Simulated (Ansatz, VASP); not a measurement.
**One calculation of Sr, two programs**

```
CELL_PARAMETERS angstrom
0.00761 3.04235 3.04235
3.04235 0.00761 3.04235
3.04996 3.04996 0.00000
ATOMIC_POSITIONS crystal
Sr 0.00000 0.00000 0.00000
```

Change from the starting cell: strain +0.0050 x Voigt [0, 0, 0, 0, 0, 1], atoms carried along.

Alike in both runs: task single point; functional PBE; k mesh 14 × 14 × 14; occupations gaussian, width 0.15 eV; no spin polarisation.

```csv
,VASP,Ansatz
version,VASP 6.6.1,Ansatz 0.2.0
potentials or method,"VASP PAW PBE potentials, release 64 (Sr_sv), cutoff 520 eV","scalar-relativistic, plane waves, PAW"
valence electrons in the cell,10,10
```

|  | VASP | Ansatz | Ansatz less VASP |
| --- | --- | --- | --- |
| gap on the k mesh at the Fermi level (eV) | none | none | - |
| pressure (GPa) | -0.3 | -0.3 | -0.01 |
| traceless stress, the component that is largest in VASP (GPa) | -0.05 | -0.05 | 0.000 |

A gap of «none» marks a metal or a gap that the smearing closes.
